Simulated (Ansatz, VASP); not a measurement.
BP in VASP and in Ansatz

File INCAR:

```
SYSTEM = BP
PREC = Accurate
ENCUT = 500
EDIFF = 1E-6
ISMEAR = 0
SIGMA = 0.05
LREAL = .False.
LASPH = .True.
NELM = 120
ALGO = Normal
ISIF = 2
LWAVE = .False.
LCHARG = .True.
GGA = PE
LELF = .True.
LVHAR = .True.
NBANDS = 11
GGA_COMPAT = .False.
```

The input KPOINTS:

```
Automatic mesh
0
Gamma
  8 8 8
  0 0 0
```

File POSCAR:

```
BP
1.0
    0.0000000000      2.3143800000      2.2690000000
    2.3143800000      0.0000000000      2.2690000000
    2.3143800000      2.3143800000      0.0000000000
B P
1 1
Direct
    0.0000000000      0.0000000000      0.0000000000
    0.2500000000      0.2500000000      0.2500000000
```

Input for Ansatz:

```yaml
crystal:
  lattice:
    - [0.0, 2.3143800000000003, 2.269]
    - [2.3143800000000003, 0.0, 2.269]
    - [2.3143800000000003, 2.3143800000000003, 0.0]
  atoms:
    - { symbol: B, position: [0.0, 0.0, 0.0] }
    - { symbol: P, position: [0.25, 0.25, 0.25] }
basis:
  ecutwfc: 557.833418042754
kpoints:
  mp_grid:
    grid: [8, 8, 8]
hamiltonian:
  xc: pbe
scf:
  occupations:
    method: gaussian
    width: 0.05
output:
  stress: true
```

Alike in both runs: task single point; functional PBE; k mesh 8 × 8 × 8; occupations gaussian, width 0.05 eV; no spin polarisation.

|  | VASP | Ansatz |
| --- | --- | --- |
| version | VASP 6.6.1 | Ansatz 0.2.0 |
| potentials or method | VASP PAW PBE potentials, release 64 (B, P), cutoff 500 eV | plane waves, PAW |
| valence electrons in the cell | 8 | 8 |

Ansatz gave:

| Quantity | Value |
| --- | --- |
| pressure (GPa) | -5.0 |
| traceless stress, the component that is largest in VASP (GPa) | 3.32 |

**Question.** What did VASP give for the same quantities?

**Answer.** Pressure (GPa): -5.2; traceless stress, the component that is largest in VASP (GPa): 3.33.

The functional is the same, so the differences come from potentials, cutoffs and numerics.
